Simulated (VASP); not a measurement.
# BaS (Fm-3m) in VASP: settings compared

Aim: see how the results for BaS move with the level of theory and the settings. Levels: LDA, r2SCAN. Tasks: relaxation of cell and atoms, single point, relaxation of the atoms.

All numbers are computed with VASP 6.6.1; they aren't measurements. Logs are shortened: lines on timing, memory, paths and dates and some standing lists are left out, and cuts for length are marked.

## (1) The cell of the first run

It takes space group Fm-3m (No. 225, cubic). The conventional cell has a = 6.388 Å, b = 6.388 Å, c = 6.388 Å, α = 90.00°, β = 90.00°, γ = 90.00°. Within 4.2 Å of Ba (site symmetry m-3m) lie 6 S at 3.19 Å. S (site symmetry m-3m) has 6 Ba at 3.19 Å within 4.2 Å.

## (2) Relaxation of cell and atoms, LDA

INCAR reads:

```
SYSTEM = BaS
  ALGO = Normal
  EDIFF = 1E-6
  EDIFFG = -0.01
  ENCUT = 600
  GGA = CA
  IBRION = 2
  ISIF = 3
  ISMEAR = -1
  LASPH = .TRUE.
  LCHARG = .FALSE.
  LREAL = .FALSE.
  LWAVE = .FALSE.
  NELM = 100
  NSW = 80
  PREC = Accurate
  SIGMA = 0.02
```

KPOINTS reads:

```
k-points
0
G
  8 8 8
  0 0 0
```

POSCAR reads:

```
BaS
1.0
    0.0000000000      3.1937500000      3.1937500000
    3.1937500000      0.0000000000      3.1937500000
    3.1937500000      3.1937500000      0.0000000000
Ba S
1 1
Direct
    0.0000000000      0.0000000000      0.0000000000
    0.5000000000      0.5000000000      0.5000000000
```

Potentials or basis: VASP PAW LDA potentials, release 64 (Ba_sv, S).

Run with:

```console
cat potpaw_LDA.64/Ba_sv/POTCAR potpaw_LDA.64/S/POTCAR > POTCAR
mpirun -np 1 vasp_std > vasp.out
```

OUTCAR:

```text
SYSTEM = BaS
   EDIFF = 1E-6
   EDIFFG = -0.01
   ENCUT = 600
   GGA = CA
   IBRION = 2
   ISIF = 3
   ISMEAR = -1
   LASPH = .TRUE.
   LREAL = .FALSE.
   NELM = 100
   NSW = 80
   PREC = Accurate

 ion  position               nearest neighbor table
   1  0.000  0.000  0.000-   2 3.19   2 3.19   2 3.19   2 3.19   2 3.19   2 3.19
   2  0.500  0.500  0.500-   1 3.19   1 3.19   1 3.19   1 3.19   1 3.19   1 3.19

  LATTYP: Found a face centered cubic cell.
 ALAT       =     6.3875000000

  Lattice vectors:

 A1 = (   0.0000000000,   3.1937500000,   3.1937500000)
 A2 = (   3.1937500000,   0.0000000000,   3.1937500000)
 A3 = (   3.1937500000,   3.1937500000,   0.0000000000)

Analysis of symmetry for initial positions (statically):
=====================================================================
 Subroutine PRICEL returns:
 Original cell was already a primitive cell.

 Routine SETGRP: Setting up the symmetry group for a
 face centered cubic supercell.

 Subroutine GETGRP returns: Found 48 space group operations
 (whereof 48 operations were pure point group operations)
 out of a pool of 48 trial point group operations.

The static configuration has the point symmetry O_h .

Analysis of symmetry for dynamics (positions and initial velocities):
=====================================================================
 Subroutine PRICEL returns:
 Original cell was already a primitive cell.

 Routine SETGRP: Setting up the symmetry group for a
 face centered cubic supercell.

 Subroutine GETGRP returns: Found 48 space group operations
 (whereof 48 operations were pure point group operations)
 out of a pool of 48 trial point group operations.

The dynamic configuration has the point symmetry O_h .

 Subroutine INISYM returns: Found 48 space group operations
 (whereof 48 operations are pure point group operations),
 and found     1 'primitive' translations

----------------------------------------------------------------------------------------

                                     Primitive cell

  volume of cell :      65.1527

  direct lattice vectors                    reciprocal lattice vectors
     0.000000000  3.193750000  3.193750000    -0.156555773  0.156555773  0.156555773
     3.193750000  0.000000000  3.193750000     0.156555773 -0.156555773  0.156555773
     3.193750000  3.193750000  0.000000000     0.156555773  0.156555773 -0.156555773

  length of vectors
     4.516644565  4.516644565  4.516644565     0.271162553  0.271162553  0.271162553

  position of ions in fractional coordinates (direct lattice)
     0.000000000  0.000000000  0.000000000
     0.500000000  0.500000000  0.500000000

  ion indices of the primitive-cell ions
   primitive index   ion index
                 1           1
                 2           2

----------------------------------------------------------------------------------------

 KPOINTS: k-points

Automatic generation of k-mesh.
 Grid dimensions read from file:
 generate k-points for:    8    8    8

 Generating k-lattice:

  Cartesian coordinates                     Fractional coordinates (reciprocal lattice)
    -0.019569472  0.019569472  0.019569472     0.125000000  0.000000000  0.000000000
     0.019569472 -0.019569472  0.019569472     0.000000000  0.125000000  0.000000000
     0.019569472  0.019569472 -0.019569472     0.000000000  0.000000000  0.125000000

  Length of vectors
     0.033895319  0.033895319  0.033895319

  Shift w.r.t. Gamma in fractional coordinates (k-lattice)
     0.000000000  0.000000000  0.000000000

 Subroutine IBZKPT returns following result:
 ===========================================

 Found     29 irreducible k-points:

 Following reciprocal coordinates:
            Coordinates               Weight
  0.000000  0.000000  0.000000      1.000000
  0.125000  0.000000  0.000000      8.000000
  0.250000  0.000000  0.000000      8.000000
  0.375000  0.000000  0.000000      8.000000
  0.500000  0.000000  0.000000      4.000000
  0.125000  0.125000  0.000000      6.000000
[... 16 lines left out ...]
  0.500000  0.250000  0.125000     48.000000
 -0.375000  0.250000  0.125000     24.000000
 [... further k-points ...]
   k-points           NKPTS =     29   k-points in BZ     NKDIM =     29   number of bands    NBANDS=     12
   number of dos      NEDOS =    301   number of ions     NIONS =      2
   total plane-waves  NPLWV =  46656
   dimension x,y,z NGX =    36 NGY =   36 NGZ =   36
   dimension x,y,z NGXF=    72 NGYF=   72 NGZF=   72
   ions per type =               1   1
   NGX,Y,Z   is equivalent  to a cutoff of  13.25, 13.25, 13.25 a.u.
   NGXF,Y,Z  is equivalent  to a cutoff of  26.50, 26.50, 26.50 a.u.
 SYSTEM =  BaS
   PREC   = accura    normal or accurate (medium, high low for compatibility)
   ISTART =      0    job   : 0-new  1-cont  2-samecut
   ICHARG =      2    charge: 1-file 2-atom 10-const
   ISPIN  =      1    spin polarized calculation?
   LNONCOLLINEAR =      F non collinear calculations
   LSORBIT =      F    spin-orbit coupling
   LASPH  =      T    aspherical Exc in radial PAW
   ENCUT  =  600.0 eV  44.10 Ry    6.64 a.u.   9.02  9.02  9.02*2*pi/ulx,y,z
   NELM   =    100;   NELMIN=  2; NELMDL= -5     # of ELM steps
   EDIFF  = 0.1E-05   stopping-criterion for ELM
   LREAL  =      F    real-space projection
   EDIFFG = -.1E-01   stopping-criterion for IOM
   NSW    =     80    number of steps for IOM
   IBRION =      2    ionic relax: 0-MD 1-quasi-New 2-CG
   NFREE  =      1    steps in history (QN), initial steepest desc. (CG)
   ISIF   =      3    stress and relaxation
   ISYM   =      2    0-nonsym 1-usesym 2-fastsym
   POTIM  = 0.5000    time-step for ionic-motion
   TEBEG  =    0.0;   TEEND  =   0.0 temperature during run
   PSTRESS=    0.0 pullay stress
   NELECT =      16.0000    total number of electrons
   NUPDOWN=      -1.0000    fix difference up-down
   EMIN   =  10.00;   EMAX   =-10.00  energy-range for DOS
   EFERMI =   0.00;   METHOD = LEGACY
   ISMEAR =    -1;   SIGMA  =   0.02  broadening in eV -4-tet -1-fermi 0-gaus
   EFERMI_NEDOS =   21; number of points for ismear=-14 and -15
   IALGO  =     38    algorithm
   IMIX   =      4    mixing-type and parameters
     AMIX     =   0.40;   BMIX     =  1.00
     AMIX_MAG =   1.60;   BMIX_MAG =  1.00
  volume/ion in A,a.u.               =      32.58       219.84
  Fermi-wavevector in a.u.,A,eV,Ry     =   1.025189  1.937326 14.299891  1.051012
  Thomas-Fermi vector in A             =   2.159016
   LORBIT       =      0    0 simple, 1 ext, 2 COOP (PROOUT), +10 PAW based schemes
   GGA     = CA    functional components
   LHFCALC =     F    Hartree Fock is set to
   AEXX    =    0.0000 exact exchange contribution
   IVDW    =     0    specifies the selected vdW correction
   LEPSILON=     F    determine dielectric tensor
   LRPA    =     F    only Hartree local field effects (RPA)
 conjugate gradient relaxation of ions
 non-spin polarized calculation
  energy-cutoff  :      600.00
  volume of cell :       65.15
 maximum number of plane-waves:      2200
   NGX = 17   NGY = 17   NGZ = 17

--------------------------------------- Ionic step        1  -------------------------------------------

 number of electron      16.0000001 magnetization

 Free energy of the ion-electron system (eV)
  ---------------------------------------------------
  ext. energy  EPLUGINS =         0.00000000
  ---------------------------------------------------
  free energy    TOTEN  =       -11.16011924 eV

  energy without entropy =      -11.16011924  energy(sigma->0) =      -11.16011924

------------------------ aborting loop because EDIFF is reached ----------------------------------------

  FORCE on cell =-STRESS in cart. coord.  units (eV):
  Direction    XX          YY          ZZ          XY          YZ          ZX
  --------------------------------------------------------------------------------------
  -------------------------------------------------------------------------------------
  Total       -0.7417323     -0.7417323     -0.7417323      0.0000000      0.0000000     -0.0000000
  in kB      -18.2400082    -18.2400082    -18.2400082      0.0000000      0.0000000     -0.0000000
  external PRESSURE =     -18.2400082 kB  Pullay stress =       0.0000000 kB
[... 21 lines left out ...]
  energy  without entropy=      -11.1601192418  energy(sigma->0) =      -11.16011924

--------------------------------------- Ionic step        2  -------------------------------------------

 number of electron      15.9999998 magnetization

 E-fermi :   1.9409     XC(G=0):  -9.2131

 val. band max:        1.5369885749   @ k =   0.0000   0.0000   0.0000
 cond. band min:       3.3362252804   @ k =   0.5000   0.5000   0.0000
 fundamental gap:      1.7992367056
 Fermi energy:         1.9409381148

 k-point     1 :       0.0000    0.0000    0.0000
  band No.  band energies     occupation
      1     -24.3049      2.00000
      2      -9.3697      2.00000
      3      -9.3697      2.00000
      4      -9.3697      2.00000
      5      -8.8638      2.00000
      6       1.5370      2.00000
      7       1.5370      2.00000
      8       1.5370      2.00000
      9       5.1184      0.00000
     10       5.2363      0.00000
     11       5.2363      0.00000
     12       5.2363      0.00000
[... 378 lines left out ...]
  energy  without entropy=      -11.1731091738  energy(sigma->0) =      -11.17310917

--------------------------------------- Ionic step        3  -------------------------------------------

 number of electron      15.9999998 magnetization

 Free energy of the ion-electron system (eV)
  ---------------------------------------------------
  ext. energy  EPLUGINS =         0.00000000
  ---------------------------------------------------
  free energy    TOTEN  =       -11.17516457 eV

  energy without entropy =      -11.17516457  energy(sigma->0) =      -11.17516457

 E-fermi :   1.9108     XC(G=0):  -9.1542

 val. band max:        1.4563392314   @ k =   0.0000   0.0000   0.0000
 cond. band min:       3.2845749783   @ k =   0.5000   0.5000   0.0000
 fundamental gap:      1.8282357469
 Fermi energy:         1.9107557198

 k-point     1 :       0.0000    0.0000    0.0000
  band No.  band energies     occupation
      1     -24.4258      2.00000
      2      -9.4935      2.00000
      3      -9.4935      2.00000
      4      -9.4935      2.00000
      5      -8.9215      2.00000
      6       1.4563      2.00000
      7       1.4563      2.00000
      8       1.4563      2.00000
      9       4.9650      0.00000
     10       5.1574      0.00000
     11       5.1574      0.00000
     12       5.1574      0.00000
[... 374 lines left out ...]
  FREE ENERGIE OF THE ION-ELECTRON SYSTEM (eV)
  ---------------------------------------------------
  free  energy   TOTEN  =       -11.1751645699 eV

  energy  without entropy=      -11.1751645699  energy(sigma->0) =      -11.17516457

 reached required accuracy - stopping structural energy minimisation
```

It took 47 s on 1 thread of AMD EPYC 7R13 (Zen 3), shared host; peak memory 0.16 GiB.

Results:

```
Free energy                           : -11.1752 eV
Relaxed volume                        : 31.30 Å³/atom
Relaxed cell                          : a = 4.457 Å, b = 4.457 Å, c = 4.457 Å, α = 60.00°, β = 60.00°, γ = 60.00°
Space group after relaxing (to 0.1 Å) : Fm-3m (No. 225)
Energy gained by relaxing             : 7.5 meV/atom
Ionic steps                           : 3
Pressure after relaxing               : 0.0 GPa
Band gap on the k mesh                : 1.83 eV (least direct gap 1.94 eV)
```

The path:
```tsv
step	energy change (eV)	largest force (eV/Å)	pressure (GPa)	volume (Å³)
1	0.0000	0.0000	-1.82	65.15
2	-0.0130	0.0000	0.75	61.72
3	-0.0150	0.0000	0.00	62.61
```

Final structure:
```yaml
crystal:
  lattice:
    - [0.00000, 3.15163, 3.15163]
    - [3.15163, 0.00000, 3.15163]
    - [3.15163, 3.15163, 0.00000]
  atoms:
    - { symbol: Ba, position: [0.00000, 0.00000, 0.00000] }
    - { symbol: S, position: [0.50000, 0.50000, 0.50000] }
```

Caveat: spin-orbit coupling is left out, which moves the levels of the heavy elements. LDA gaps usually lie below the measured ones, often by a third to a half.

## (3) Relaxation of cell and atoms, r2SCAN

POSCAR is that of step 2.

INCAR.step1 reads:

```
SYSTEM = BaS
PREC = Accurate
ENCUT = 600
ISMEAR = -1
SIGMA = 0.02
LREAL = .False.
LASPH = .True.
NELM = 100
GGA = PE
ALGO = Normal
EDIFF = 1E-4
LWAVE = .True.
LCHARG = .False.
```

INCAR.step2 reads:

```
SYSTEM = BaS
PREC = Accurate
ENCUT = 600
EDIFF = 1E-6
ISMEAR = -1
SIGMA = 0.02
LREAL = .False.
LASPH = .True.
NELM = 100
ALGO = Normal
ISIF = 3
LWAVE = .False.
LCHARG = .False.
METAGGA = R2SCAN
LMIXTAU = .True.
IBRION = 2
NSW = 80
EDIFFG = -0.01
ISTART = 1
```

KPOINTS reads:

```
regular mesh
0
Gamma
  8 8 8
  0 0 0
```

Potentials or basis: VASP PAW PBE potentials, release 64 (Ba_sv, S).

Run with:

```console
cat potpaw_PBE.64/Ba_sv/POTCAR potpaw_PBE.64/S/POTCAR > POTCAR
cp INCAR.step1 INCAR
mpirun -np 1 vasp_std > vasp.out
cp INCAR.step2 INCAR
mpirun -np 1 vasp_std > vasp.out
```

It took 4.4 min on 1 thread of AMD EPYC 7R13 (Zen 3), shared host; peak memory 0.21 GiB.

It converged, with:

```
Free energy                           : -39.2072 eV
Relaxed volume                        : 33.56 Å³/atom
Relaxed cell                          : a = 4.562 Å, b = 4.562 Å, c = 4.562 Å, α = 60.00°, β = 60.00°, γ = 60.00°
Space group after relaxing (to 0.1 Å) : Fm-3m (No. 225)
Energy gained by relaxing             : 4.2 meV/atom
Ionic steps                           : 3
Pressure after relaxing               : 0.0 GPa
Band gap on the k mesh                : 2.51 eV (least direct gap 2.66 eV)
```

Step by step:
```tsv
step	energy change (eV)	largest force (eV/Å)	pressure (GPa)	volume (Å³)
1	0.0000	0.0000	1.42	65.15
2	-0.0073	0.0000	-0.50	67.91
3	-0.0085	0.0000	0.00	67.13
```

Final structure:
```yaml
crystal:
  lattice:
    - [0.00000, 3.22570, 3.22570]
    - [3.22570, 0.00000, 3.22570]
    - [3.22570, 3.22570, 0.00000]
  atoms:
    - { symbol: Ba, position: [0.00000, 0.00000, 0.00000] }
    - { symbol: S, position: [0.50000, 0.50000, 0.50000] }
```

Levels at points of the mesh, in eV from the valence-band top:
| k point | band 6 | band 7 | band 8 | band 9 | band 10 | band 11 |
| --- | --- | --- | --- | --- | --- | --- |
| (0.00, 0.00, 0.00) | 0.00 | 0.00 | 0.00 | 4.07 | 4.30 | 4.30 |
| (0.50, 0.00, 0.00) | -1.85 | -1.03 | -1.03 | 5.93 | 6.04 | 6.74 |
| (0.50, 0.50, 0.00) | -0.56 | -0.15 | -0.15 | 2.51 | 6.44 | 6.54 |

Caveat: the PAW data sets were made with another functional, which shifts forces and pressure a little; spin-orbit coupling is left out, which moves the levels of the heavy elements. A k mesh can miss the band edges.

## (4) Single point, r2SCAN, non-collinear spin, zero start, spin-orbit coupling

This run uses another cell than the first one, of 33.16 Å³/atom.

POSCAR reads:

```
BaS
1.0
    0.0000000000      3.2128429000      3.2128429000
    3.2128429000      0.0000000000      3.2128429000
    3.2128429000      3.2128429000      0.0000000000
Ba S
1 1
Direct
    0.0000000000      0.0000000000      0.0000000000
    0.5000000000      0.5000000000      0.5000000000
```

INCAR.step1 reads:

```
SYSTEM = BaS
PREC = Accurate
ENCUT = 520
ISMEAR = -1
SIGMA = 0.02
LREAL = .FALSE.
LASPH = .TRUE.
NELM = 150
LNONCOLLINEAR = .TRUE.
MAGMOM = 0 0 0 0 0 0
LSORBIT = .TRUE.
GGA_COMPAT = .FALSE.
NBANDS = 28
GGA = PE
ALGO = Normal
EDIFF = 1E-4
LWAVE = .TRUE.
LCHARG = .FALSE.
```

INCAR.step2 reads:

```
SYSTEM = BaS
PREC = Accurate
ENCUT = 520
EDIFF = 1E-6
ISMEAR = -1
SIGMA = 0.02
LREAL = .FALSE.
LASPH = .TRUE.
NELM = 150
ALGO = Normal
ISIF = 2
LWAVE = .FALSE.
LCHARG = .TRUE.
LNONCOLLINEAR = .TRUE.
MAGMOM = 0 0 0 0 0 0
LORBIT = 11
LSORBIT = .TRUE.
GGA_COMPAT = .FALSE.
LORBMOM = .TRUE.
METAGGA = R2SCAN
LMIXTAU = .TRUE.
LVHAR = .TRUE.
NBANDS = 28
ISTART = 1
```

KPOINTS reads:

```
regular mesh
0
G
  8 8 8
  0 0 0
```

Run with:

```console
cat potpaw_PBE.64/Ba_sv/POTCAR potpaw_PBE.64/S/POTCAR > POTCAR
cp INCAR.step1 INCAR
mpirun -np 1 vasp_ncl > vasp.out
cp INCAR.step2 INCAR
mpirun -np 1 vasp_ncl > vasp.out
```

Run time: 11 min. Hardware: 1 thread of AMD EPYC 7R13 (Zen 3), shared host; peak memory 0.46 GiB.

Results (log left out):

- Free energy: -39.3896 eV
- Pressure: 0.5 GPa
- Net moment: 0.00 μB per cell
- Valence electrons inside the program's atomic spheres: Ba 7.90; S 3.76

Moments on the atoms (μB; x, y, z):
```
Ba  0.00 0.00 0.00
S   0.00 0.00 0.00
```

Caveat: the PAW data sets were made with another functional, which shifts forces and pressure a little.

## (5) Relaxation of the atoms, r2SCAN

This run uses another cell than the first one, of 31.17 Å³/atom.

POSCAR reads:

```
BaS
1.0
    0.0000000000      3.1472562800      3.1472562800
    3.1472562800      0.0000000000      3.1472562800
    3.1472562800      3.1472562800      0.0000000000
Ba S
1 1
Direct
    0.0000000000      0.0000000000      0.0000000000
    0.5000000000      0.5000000000      0.5000000000
```

INCAR.step1 reads:

```
  PREC = Accurate
  ENCUT = 520
  ISMEAR = -1
  SIGMA = 0.02
  LREAL = F
  LASPH = T
  NELM = 60
  GGA = PE
  ALGO = Normal
  EDIFF = 1E-4
  LWAVE = T
  LCHARG = F
```

INCAR.step2 reads:

```
  PREC = Accurate
  ENCUT = 520
  EDIFF = 1E-6
  ISMEAR = -1
  SIGMA = 0.02
  LREAL = F
  LASPH = T
  NELM = 60
  ALGO = Normal
  ISIF = 2
  LWAVE = F
  LCHARG = F
  METAGGA = R2SCAN
  LMIXTAU = T
  IBRION = 2
  NSW = 50
  EDIFFG = -0.01
  ISTART = 1
```

KPOINTS reads:

```
regular mesh
0
Gamma
  8 8 8
```

Run with:

```console
cat potpaw_PBE.64/Ba_sv/POTCAR potpaw_PBE.64/S/POTCAR > POTCAR
cp INCAR.step1 INCAR
mpirun -np 1 vasp_std > vasp.out
cp INCAR.step2 INCAR
mpirun -np 1 vasp_std > vasp.out
```

Wall time 1.7 min (1 thread of AMD EPYC 7R13 (Zen 3), shared host); peak memory 0.19 GiB.

It converged, with:

- Free energy: -39.1529 eV
- Pressure after relaxing: 3.8 GPa
- Band gap on the k mesh: 2.38 eV (least direct gap 2.49 eV)

Final structure:
```yaml
crystal:
  lattice:
    - [0.00000, 3.14726, 3.14726]
    - [3.14726, 0.00000, 3.14726]
    - [3.14726, 3.14726, 0.00000]
  atoms:
    - { symbol: Ba, position: [0.00000, 0.00000, 0.00000] }
    - { symbol: S, position: [0.50000, 0.50000, 0.50000] }
```

Levels at points of the mesh, in eV from the valence-band top:
| k point | band 4 | band 5 | band 6 | band 7 | band 8 | band 9 | band 10 | band 11 | band 12 |
| --- | --- | --- | --- | --- | --- | --- | --- | --- | --- |
| (0.00, 0.00, 0.00) | -11.30 | -10.87 | 0.00 | 0.00 | 0.00 | 4.31 | 4.31 | 4.31 | 4.46 |
| (0.50, 0.00, 0.00) | -11.34 | -9.30 | -2.01 | -1.17 | -1.17 | 6.19 | 6.28 | 7.03 | 7.03 |
| (0.50, 0.50, 0.00) | -11.53 | -10.79 | -0.46 | -0.11 | -0.11 | 2.38 | 6.63 | 7.01 | 8.29 |

Caveat: the relaxation stopped at its first step, so nothing moved; the PAW data sets were made with another functional, which shifts forces and pressure a little; spin-orbit coupling is left out, which moves the levels of the heavy elements. A k mesh can miss the band edges.

## (6) Overview

```tsv
task	level	potentials or basis	spin	cell	cutoff (eV)	gap on the mesh (eV)	pressure (GPa)	relaxed volume (Å³/atom)
relaxation of cell and atoms	LDA	VASP PAW LDA potentials, release 64 (Ba_sv, S)	off	relaxed from a = 4.517 Å, angles 60.0°, 2 atoms	600	1.83	0.0	31.30
relaxation of cell and atoms	r2SCAN	VASP PAW PBE potentials, release 64 (Ba_sv, S)	off	relaxed from a = 4.517 Å, angles 60.0°, 2 atoms	600	2.51	0.0	33.56
single point	r2SCAN	VASP PAW PBE potentials, release 64 (Ba_sv, S)	non-collinear, zero start, SOC	a = 4.544 Å, angles 60.0°, 2 atoms	520	-	0.5	-
relaxation of the atoms	r2SCAN	VASP PAW PBE potentials, release 64 (Ba_sv, S)	off	atoms relaxed from a = 4.451 Å, angles 60.0°, 2 atoms	520	2.38	3.8	-
```

Alike in all rows: k mesh 8 × 8 × 8; smearing fermi-dirac 0.02 eV.

Caveats: spin-orbit coupling is left out, which moves the levels of the heavy elements (at least some runs); the PAW data sets were made with another functional, which shifts forces and pressure a little (at least some runs); the relaxation stopped at its first step, so nothing moved (at least some runs).

Total energies depend on the potentials used, so only differences within one code and one set of settings carry meaning.
